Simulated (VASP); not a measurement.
# Si62Sb (a cell with a defect) in VASP: a series of runs

Runs on Si62Sb (a cell with a defect). Level: PBE+D3(BJ). Tasks: single point.

Everything below comes from runs of VASP 6.6.1. Logs are shortened: lines on timing, memory, paths and dates and some standing lists are left out, and cuts for length are marked.

## (1) The cell of the first run

The cell holds a defect, 63 atoms: a = 10.860 Å, b = 10.860 Å, c = 10.860 Å, α = 90.00°, β = 90.00°, γ = 90.00°.

## (2) Single point, PBE+D3(BJ)

INCAR

```
  PREC = Accurate
  ENCUT = 520
  EDIFF = 1E-6
  ISMEAR = -1
  SIGMA = 0.05
  LREAL = Auto
  LASPH = True
  NELM = 80
  ALGO = Normal
  ISIF = 2
  LWAVE = False
  LCHARG = False
  GGA = PE
  IVDW = 12
  NELECT = 252.0
  NBANDS = 164
```

KPOINTS

```
regular mesh
0
Gamma
  1 1 1
```

POSCAR

```
Si62Sb
1.0
   10.8600000000      0.0000000000      0.0000000000
    0.0000000000     10.8600000000      0.0000000000
    0.0000000000      0.0000000000     10.8600000000
Si Sb
62 1
Direct
    0.5035494792      0.0036732375     -0.0036897855
    0.6248026617      0.1273967186      0.1234681416
    0.7504644719      0.2520586030     -0.0002888681
    0.8759201108      0.3744646627      0.1256164136
    0.7483498637      0.0004625283      0.2468421387
    0.8739133358      0.1244289237      0.3757576792
   -0.0010412213      0.0011828516     -0.0011745000
    0.1251476885      0.1248903895      0.1227179433
    0.2489771774      0.2509992556     -0.0011580054
    0.3741148270      0.3749969907      0.1239755954
    0.4969223417      0.5016549374     -0.0004253325
    0.6298101001      0.6201992347      0.1194963117
    0.7483582461      0.7532633950     -0.0004029364
    0.8750677310      0.8760269881      0.1240636684
    0.2467469358      0.0034452733      0.2533453397
    0.3737478172      0.1273957307      0.3745469950
    0.4994471772      0.2510390632      0.2491856479
    0.6244978392      0.3753147905      0.3743218427
    0.7496352407      0.5004864518      0.2505698406
    0.8747089491      0.6257122872      0.3743362956
    0.4969384628      0.0004706405      0.4983121977
    0.6260057234      0.1244854874      0.6236048888
    0.7493501249      0.2508653830      0.4990361535
    0.8747961736      0.3753907110      0.6246151854
    0.7504583050      0.0003094908      0.7479967117
    0.8741853726      0.1258387933      0.8741834345
   -0.0015769304      0.4998720671     -0.0002480563
    0.1229725888      0.6254949974      0.1237033660
    0.2467002126      0.7466760938     -0.0034866106
    0.0005880954      0.2496540448      0.2500801584
    0.1257486285      0.3763888016      0.3757893042
    0.2499188591      0.5017829573      0.2468856126
    0.3702283112      0.6205390650      0.3794665426
    0.6298411485      0.8804877441      0.3798542816
   -0.0015633913      0.0003069442      0.5001249366
    0.1244988837      0.1257598241      0.6240589463
    0.2498945233      0.2519627841      0.5002139031
    0.3759448458      0.3743951959      0.6255583999
    0.5008595492      0.5005430825      0.4994805891
    0.6245400526      0.6256927774      0.6246865861
    0.7497246059      0.7495396218      0.4996436549
    0.8760127258      0.8744249174      0.6256050358
    0.2490138253      0.0010677996      0.7489652594
    0.3729163792      0.1251366751      0.8748285511
    0.5004017505      0.2497028920      0.7503036365
    0.6260019996      0.3764333542      0.8755341214
    0.7493511698      0.5009865663      0.7491553569
    0.8738927134      0.6242606362      0.8756479616
   -0.0008932848      0.7507212269      0.2492872521
    0.1229661258      0.8762836655      0.3745441861
   -0.0007571460      0.5009236686      0.4990467448
    0.1257948582      0.6241133094      0.6236163389
    0.2498899391      0.7530689626      0.4982714128
    0.3741683300      0.8759980072      0.6249551487
   -0.0004516857      0.2506922315      0.7492713645
    0.1244495589      0.3759532367      0.8742119559
    0.2499483270      0.4997168363      0.7480365267
    0.3737236432      0.6254121967      0.8726529519
    0.4994408009      0.7507615536      0.7489836088
    0.6247929347      0.8765166109      0.8725584143
    0.0005871953      0.7498013529      0.7503686327
    0.1250915853      0.8772499338      0.8750480690
    0.4036226365      0.8468682465      0.1531019581
```

Potentials or basis: VASP PAW PBE potentials, release 64 (Si, Sb).

On the command line:

```bash
$ cat potpaw_PBE.64/Si/POTCAR potpaw_PBE.64/Sb/POTCAR > POTCAR
$ mpirun -np 1 vasp_gam > vasp.out
```

OUTCAR:

```text
PREC = Accurate
   ENCUT = 520
   EDIFF = 1E-6
   ISMEAR = -1
   LREAL = Auto
   LASPH = True
   NELM = 80
   ISIF = 2
   GGA = PE
   IVDW = 12
   NELECT = 252.0
 IVDW          = 12

 ion  position               nearest neighbor table
   1  0.504  0.004  0.996-   2 2.33  60 2.33  44 2.34  63 2.64
   2  0.625  0.127  0.123-   1 2.33   5 2.34   3 2.35  17 2.35
   3  0.750  0.252  1.000-  46 2.34   4 2.34   2 2.35  26 2.35
   4  0.876  0.374  0.126-   3 2.34  27 2.34  30 2.34  19 2.37
   5  0.748  0.000  0.247-  34 2.33   2 2.34  14 2.34   6 2.37
   6  0.874  0.124  0.376-  35 2.34  23 2.35  30 2.37   5 2.37
   7  0.999  0.001  0.999-   8 2.34  62 2.34  26 2.35  14 2.35
   8  0.125  0.125  0.123-   7 2.34   9 2.34  15 2.34  30 2.36
   9  0.249  0.251  0.999-  44 2.34   8 2.34  56 2.35  10 2.35
  10  0.374  0.375  0.124-  11 2.34  32 2.34   9 2.35  17 2.35
  11  0.497  0.502  1.000-  12 2.33  10 2.34  58 2.34  46 2.37
  12  0.630  0.620  0.119-  19 2.33  11 2.33  13 2.33
  13  0.748  0.753  1.000-  12 2.33  60 2.34  14 2.34  48 2.37
  14  0.875  0.876  0.124-   5 2.34  13 2.34   7 2.35  49 2.35
  15  0.247  0.003  0.253-  50 2.33  16 2.33   8 2.34  63 2.64
  16  0.374  0.127  0.375-  15 2.33  21 2.34  37 2.35  17 2.35
  17  0.499  0.251  0.249-  18 2.35  10 2.35  16 2.35   2 2.35
  18  0.624  0.375  0.374-  23 2.35  39 2.35  19 2.35  17 2.35
[... 12 lines left out ...]
  31  0.126  0.376  0.376-  37 2.34  51 2.35  30 2.37  32 2.37
  32  0.250  0.502  0.247-  33 2.33  28 2.34  10 2.34  31 2.37
  33  0.370  0.621  0.379-  39 2.33  32 2.33  53 2.33
  34  0.630  0.880  0.380-  41 2.33  21 2.33   5 2.33
  35  0.998  0.000  0.500-   6 2.34  42 2.34  50 2.35  36 2.35
  36  0.124  0.126  0.624-  43 2.35  55 2.35  37 2.35  35 2.35
  37  0.250  0.252  0.500-  31 2.34  38 2.34  16 2.35  36 2.35
  38  0.376  0.374  0.626-  57 2.34  37 2.34  45 2.34  39 2.36
  39  0.501  0.501  0.499-  33 2.33  18 2.35  40 2.35  38 2.36
  40  0.625  0.626  0.625-  47 2.34  39 2.35  41 2.35  59 2.35
[... 20 lines left out ...]
  61  0.001  0.750  0.750-  42 2.34  62 2.36  48 2.37  52 2.37
  62  0.125  0.877  0.875-  43 2.34   7 2.34  29 2.34  61 2.36
  63  0.404  0.847  0.153-   1 2.64  15 2.64  29 2.64

  LATTYP: Found a simple cubic cell.
 ALAT       =    10.8600000000

  Lattice vectors:

 A1 = (  10.8600000000,   0.0000000000,   0.0000000000)
 A2 = (   0.0000000000,  10.8600000000,   0.0000000000)
 A3 = (   0.0000000000,   0.0000000000,  10.8600000000)

Analysis of symmetry for initial positions (statically):
=====================================================================
 Subroutine PRICEL returns:
 Original cell was already a primitive cell.

 Routine SETGRP: Setting up the symmetry group for a
 simple cubic supercell.

 Subroutine GETGRP returns: Found  1 space group operations
 (whereof  1 operations were pure point group operations)
 out of a pool of 48 trial point group operations.

The static configuration has the point symmetry C_1 .

Analysis of symmetry for dynamics (positions and initial velocities):
=====================================================================
 Subroutine PRICEL returns:
 Original cell was already a primitive cell.

 Routine SETGRP: Setting up the symmetry group for a
 simple cubic supercell.

 Subroutine GETGRP returns: Found  1 space group operations
 (whereof  1 operations were pure point group operations)
 out of a pool of 48 trial point group operations.

The dynamic configuration has the point symmetry C_1 .

 Subroutine INISYM returns: Found  1 space group operations
 (whereof  1 operations are pure point group operations),
 and found     1 'primitive' translations

----------------------------------------------------------------------------------------

                                     Primitive cell

  volume of cell :    1280.8241

  direct lattice vectors                    reciprocal lattice vectors
    10.860000000  0.000000000  0.000000000     0.092081031  0.000000000  0.000000000
[... 46 lines left out ...]
   PSTRESS=    0.0 pullay stress
   NELECT =     252.0000    total number of electrons
   NUPDOWN=      -1.0000    fix difference up-down
   EMIN   =  10.00;   EMAX   =-10.00  energy-range for DOS
   EFERMI =   0.00;   METHOD = LEGACY
   ISMEAR =    -1;   SIGMA  =   0.05  broadening in eV -4-tet -1-fermi 0-gaus
   EFERMI_NEDOS =   21; number of points for ismear=-14 and -15
   IALGO  =     38    algorithm
   IMIX   =      4    mixing-type and parameters
     AMIX     =   0.40;   BMIX     =  1.00
     AMIX_MAG =   1.60;   BMIX_MAG =  1.00
  volume/ion in A,a.u.               =      20.33       137.20
  Fermi-wavevector in a.u.,A,eV,Ry     =   0.952164  1.799329 12.335269  0.906617
  Thomas-Fermi vector in A             =   2.080702
   LORBIT       =      0    0 simple, 1 ext, 2 COOP (PROOUT), +10 PAW based schemes
   GGA     = PE    functional components
   LHFCALC =     F    Hartree Fock is set to
   AEXX    =    0.0000 exact exchange contribution
   IVDW    =    12    specifies the selected vdW correction
   LEPSILON=     F    determine dielectric tensor
   LRPA    =     F    only Hartree local field effects (RPA)
 non-spin polarized calculation
  energy-cutoff  :      520.00
  volume of cell :     1280.82
 maximum number of plane-waves:     17229
 NGX is ok and might be reduce to    84
   NGX = 41   NGY = 41   NGZ = 41

 number of electron     251.9999986 magnetization

 Free energy of the ion-electron system (eV)
  ---------------------------------------------------
  ext. energy  EPLUGINS =         0.00000000
  ---------------------------------------------------
  free energy    TOTEN  =      -337.29259776 eV

  energy without entropy =     -337.23033496  energy(sigma->0) =     -337.26146636

 E-fermi :   6.2509     XC(G=0):  -9.3499

 val. band max:        6.1243623226   @ k =   0.0000   0.0000   0.0000
 cond. band min:       6.4233117629   @ k =   0.0000   0.0000   0.0000
 fundamental gap:      0.2989494403
 Fermi energy:         6.2508836862

 k-point     1 :       0.0000    0.0000    0.0000
  band No.  band energies     occupation
      1      -6.1479      2.00000
      2      -5.1155      2.00000
      3      -5.0955      2.00000
      4      -5.0947      2.00000
      5      -5.0812      2.00000
      6      -5.0807      2.00000
[... 130 lines left out ...]
    137       7.0262      0.00000
    138       7.0665      0.00000
 [bands above 138 left out]

------------------------ aborting loop because EDIFF is reached ----------------------------------------

 Edisp (eV)  -20.13099

 E6    (eV) :   -11.7599

 E8    (eV) :    -8.3711

  FORCE on cell =-STRESS in cart. coord.  units (eV):
  Direction    XX          YY          ZZ          XY          YZ          ZX
  --------------------------------------------------------------------------------------
  -------------------------------------------------------------------------------------
  Total      -7.45722    -7.41181    -7.39943    -1.13000    -1.14504     1.15375
  in kB      -9.32820    -9.27140    -9.25591    -1.41351    -1.43232     1.44322
  external pressure =       -9.29 kB  Pullay stress =        0.00 kB

 VOLUME and BASIS-vectors are now :
 -----------------------------------------------------------------------------
  energy-cutoff  :      520.00
  volume of cell :     1280.82
      direct lattice vectors                 reciprocal lattice vectors
    10.860000000  0.000000000  0.000000000     0.092081031  0.000000000  0.000000000
     0.000000000 10.860000000  0.000000000     0.000000000  0.092081031  0.000000000
     0.000000000  0.000000000 10.860000000     0.000000000  0.000000000  0.092081031

 POSITION                                       TOTAL-FORCE (eV/Angst)
 -----------------------------------------------------------------------------------
      5.46855      0.03989     10.81993         0.013474      0.016823     -0.017417
      6.78536      1.38353      1.34086        -0.001631     -0.003006      0.001883
      8.15004      2.73736     10.85686        -0.003666     -0.004270     -0.000598
      9.51249      4.06669      1.36419        -0.000537     -0.001070     -0.001886
      8.12708      0.00502      2.68071         0.006140     -0.000379     -0.009954
      9.49070      1.35130      4.08073        -0.004773     -0.002307      0.011806
[... 55 lines left out ...]
      1.35849      9.52693      9.50302         0.001315      0.012889     -0.000941
      4.38334      9.19699      1.66269         0.021706     -0.023236      0.022321
 -----------------------------------------------------------------------------------
    total drift:                               -0.005491      0.003542     -0.004577

  FREE ENERGIE OF THE ION-ELECTRON SYSTEM (eV)
  ---------------------------------------------------
  free  energy   TOTEN  =      -357.4235855394 eV

  energy  without entropy=     -357.3613227378  energy(sigma->0) =     -357.39245414
```

Run time: 3.8 min. Hardware: 1 thread of Intel Xeon Platinum 8488C (Sapphire Rapids), shared host; peak memory 1 GiB.

Results:

- Free energy: -357.4236 eV
- Largest force: 0.039 eV/Å
- Dispersion energy per atom: -0.320 eV

Forces on the atoms (eV/Å):
```
Si   0.013  0.017 -0.017
Si  -0.002 -0.003  0.002
Si  -0.004 -0.004 -0.001
Si  -0.001 -0.001 -0.002
Si   0.006  0.000 -0.010
Si  -0.005 -0.002  0.012
Si  -0.004 -0.010  0.007
Si   0.001  0.003 -0.011
Si   0.006  0.012  0.004
Si  -0.001  0.007 -0.001
Si  -0.013  0.001 -0.008
Si   0.012 -0.005  0.010
Si   0.005  0.007 -0.002
Si  -0.009  0.000 -0.002
Si  -0.020  0.018  0.008
Si  -0.002 -0.007  0.000
Si   0.001 -0.006  0.003
Si   0.005  0.009 -0.001
Si   0.000  0.002 -0.001
Si  -0.009  0.001  0.002
Si  -0.012  0.007  0.003
Si   0.015 -0.006 -0.003
Si  -0.005  0.001 -0.001
Si   0.007 -0.005  0.005
Si   0.000  0.000  0.000
Si   0.001  0.002 -0.001
Si   0.000  0.004  0.001
Si   0.000 -0.004 -0.006
Si  -0.017 -0.007 -0.017
Si   0.007 -0.003 -0.003
Si   0.003  0.004  0.010
Si  -0.003 -0.002 -0.006
Si  -0.002 -0.009  0.010
Si   0.011 -0.008  0.005
Si   0.001 -0.004 -0.002
Si  -0.003  0.000 -0.001
Si   0.005 -0.002 -0.002
Si  -0.010 -0.001  0.001
Si   0.001  0.003 -0.003
Si   0.004  0.001 -0.007
Si  -0.004 -0.005 -0.009
Si  -0.002  0.004  0.004
Si   0.005  0.000 -0.011
Si  -0.014 -0.002  0.002
Si  -0.002 -0.001  0.002
Si   0.014  0.001  0.004
Si  -0.003  0.000  0.000
Si  -0.007 -0.014  0.003
Si   0.004  0.000  0.001
Si   0.002  0.006  0.003
Si   0.002  0.003 -0.002
Si  -0.001 -0.008 -0.002
Si  -0.001  0.008 -0.002
Si  -0.002 -0.001 -0.006
Si  -0.006  0.004 -0.002
Si  -0.002 -0.001  0.001
Si   0.003  0.003  0.003
Si   0.000  0.001  0.004
Si   0.000 -0.003  0.003
Si  -0.003 -0.001  0.009
Si   0.008  0.007 -0.001
Si   0.001  0.013 -0.001
Sb   0.022 -0.023  0.022
```

Caveat: the k points lie up to 0.58 Å⁻¹ apart; the cell carries a net charge on a neutralising background, which shifts energy and pressure; the cell is charged against a uniform background, so pressure and absolute levels hang on convention; spin-orbit coupling is left out, which moves the levels of the heavy elements.

## (3) Single point, PBE+D3(BJ)

INCAR

```
SYSTEM = Si62Sb
  PREC = Accurate
  ENCUT = 520
  EDIFF = 1E-6
  ISMEAR = -1
  SIGMA = 0.05
  LREAL = Auto
  LASPH = .TRUE.
  NELM = 80
  ALGO = Normal
  ISIF = 2
  LWAVE = .FALSE.
  LCHARG = .FALSE.
  GGA = PE
  IVDW = 12
  NELECT = 252.0
  NBANDS = 164
```

KPOINTS

```
Automatic mesh
0
G
  1 1 1
  0 0 0
```

POSCAR

```
Si62Sb
1.0
   10.8600000000      0.0000000000      0.0000000000
    0.0000000000     10.8600000000      0.0000000000
    0.0000000000      0.0000000000     10.8600000000
Si Sb
62 1
Direct
    0.4967646529     -0.0000655276      0.0000655276
    0.6228927633      0.1224296047      0.1264958867
    0.7489237722      0.2494180512     -0.0004929567
    0.8765561912      0.3734438088      0.1260287558
    0.7512270827      0.0002279148      0.2499696947
    0.8756156806      0.1249295596      0.3751032769
   -0.0010491611      0.0001749557     -0.0001749557
    0.1260031506      0.1239968494      0.1231923854
    0.2498250443      0.2510491611     -0.0001749557
    0.3752845718      0.3745290717      0.1252845718
    0.4999696947      0.4987729173     -0.0002279148
    0.6307170498      0.6192829502      0.1205365145
    0.7512270827      0.7500303053     -0.0002279148
    0.8754709283      0.8747154282      0.1252845718
    0.2500655276     -0.0000655276      0.2467646529
    0.3764958867      0.1224296047      0.3728927633
    0.5004269697      0.2500858245      0.2504269697
    0.6256031060      0.3745014867      0.3756031060
    0.7514560155      0.4985439845      0.2513994630
    0.8754985133      0.6243968940      0.3756031060
    0.4999696947      0.0002279148      0.5012270827
    0.6251032769      0.1249295596      0.6256156806
    0.7502570486      0.2499689267      0.5002570486
    0.8754289228      0.3745710772      0.6254289228
    0.7489237722      0.0004929567      0.7505819488
    0.8743817143      0.1247993432      0.8752006568
    0.0005819488      0.5010762278     -0.0004929567
    0.1275703953      0.6271072367      0.1264958867
    0.2500655276      0.7532353471      0.0000655276
    0.0009924062      0.2490075938      0.2506321554
    0.1250704404      0.3743843194      0.3751032769
    0.2497720852      0.4987729173      0.2499696947
    0.3705365145      0.6192829502      0.3807170498
    0.6307170498      0.8794634855      0.3807170498
    0.0005819488      0.0004929567      0.4989237722
    0.1252006568      0.1247993432      0.6243817143
    0.2495070433      0.2494180512      0.4989237722
    0.3760287558      0.3734438088      0.6265561912
    0.5013994630      0.4985439845      0.5014560155
    0.6256031060      0.6243968940      0.6254985133
    0.7514560155      0.7486005370      0.5014560155
    0.8765561912      0.8739712442      0.6265561912
    0.2498250443      0.0001749557      0.7489508389
    0.3731923854      0.1239968494      0.8760031506
    0.5006321554      0.2490075938      0.7509924062
    0.6251032769      0.3743843194      0.8750704404
    0.7502570486      0.4997429514      0.7500310733
    0.8756156806      0.6248967231      0.8750704404
   -0.0000858245      0.7495730303      0.2504269697
    0.1275703953      0.8735041133      0.3728927633
    0.0000310733      0.4997429514      0.5002570486
    0.1250704404      0.6248967231      0.6256156806
    0.2497720852      0.7500303053      0.5012270827
    0.3752845718      0.8747154282      0.6254709283
   -0.0000465489      0.2500465489      0.7499534511
    0.1252006568      0.3756182857      0.8752006568
    0.2495070433      0.5010762278      0.7505819488
    0.3764958867      0.6271072367      0.8775703953
    0.5004269697      0.7495730303      0.7499141755
    0.6228927633      0.8735041133      0.8775703953
    0.0009924062      0.7493678446      0.7509924062
    0.1260031506      0.8768076146      0.8760031506
    0.4765808388      0.7734191612      0.2265808388
```

Potentials or basis: VASP PAW PBE potentials, release 64 (Si, Sb).

On the command line:

```bash
$ cat potpaw_PBE.64/Si/POTCAR potpaw_PBE.64/Sb/POTCAR > POTCAR
$ mpirun -np 1 vasp_gam > vasp.out
```

Run time: 3.8 min. Hardware: 1 thread of Intel Xeon Platinum 8488C (Sapphire Rapids), shared host; peak memory 1 GiB.

Results (log left out):

```
Free energy                : -357.4101 eV
Largest force              : 0.045 eV/Å
Dispersion energy per atom : -0.320 eV
```

Forces in eV/Å, atoms in the order of the input:
```
Si   0.030  0.012 -0.012
Si   0.006  0.007 -0.004
Si  -0.001 -0.007  0.008
Si  -0.009  0.009 -0.014
Si   0.006 -0.004  0.016
Si   0.002 -0.002  0.003
Si  -0.001 -0.001  0.001
Si  -0.008  0.008 -0.013
Si   0.001  0.001  0.001
Si   0.001 -0.001  0.001
Si   0.016 -0.006  0.004
Si  -0.006  0.006 -0.023
Si   0.006 -0.016  0.004
Si   0.001 -0.001  0.001
Si  -0.012  0.012  0.030
Si  -0.004  0.007  0.006
Si   0.003  0.000  0.003
Si   0.008 -0.015  0.008
Si  -0.012  0.012  0.023
Si   0.015 -0.008  0.008
Si   0.016 -0.004  0.006
Si   0.003 -0.002  0.002
Si   0.007 -0.003  0.007
Si  -0.003  0.003 -0.003
Si  -0.001 -0.008  0.007
Si   0.001  0.003 -0.003
Si   0.007  0.001  0.008
Si  -0.007 -0.006 -0.004
Si  -0.012 -0.030 -0.012
Si  -0.005  0.005 -0.004
Si   0.002 -0.002  0.003
Si   0.004 -0.006  0.016
Si  -0.023  0.006 -0.006
Si  -0.006  0.023 -0.006
Si   0.007 -0.008 -0.001
Si  -0.003  0.003  0.001
Si   0.008 -0.007 -0.001
Si  -0.014  0.009 -0.009
Si   0.023  0.012 -0.012
Si   0.008 -0.008  0.015
Si  -0.012 -0.023 -0.012
Si  -0.009  0.014 -0.009
Si   0.001 -0.001 -0.001
Si  -0.013  0.008 -0.008
Si  -0.004  0.005 -0.005
Si   0.003 -0.002  0.002
Si   0.007 -0.007  0.003
Si   0.002 -0.003  0.002
Si   0.000 -0.003  0.003
Si  -0.007  0.004  0.006
Si   0.003 -0.007  0.007
Si   0.002 -0.003  0.002
Si   0.004 -0.016  0.006
Si   0.001 -0.001  0.001
Si   0.000  0.000  0.000
Si  -0.003 -0.001 -0.003
Si   0.008  0.001  0.007
Si  -0.004 -0.006 -0.007
Si   0.003 -0.003  0.000
Si   0.006  0.004 -0.007
Si  -0.005  0.004 -0.005
Si  -0.008  0.013 -0.008
Sb  -0.026  0.026 -0.026
```

Levels at points of the mesh, in eV from the Fermi level:
```
           k point  band 122  band 123  band 124  band 125  band 126  band 127  band 128  band 129  band 130  band 131
(0.00, 0.00, 0.00)     -1.55     -0.81     -0.78     -0.78     -0.13      0.17      0.17      0.28      0.28      0.30
```

Caveat: the k points lie up to 0.58 Å⁻¹ apart; the cell carries a net charge on a neutralising background, which shifts energy and pressure; the cell is charged against a uniform background, so pressure and absolute levels hang on convention; spin-orbit coupling is left out, which moves the levels of the heavy elements.
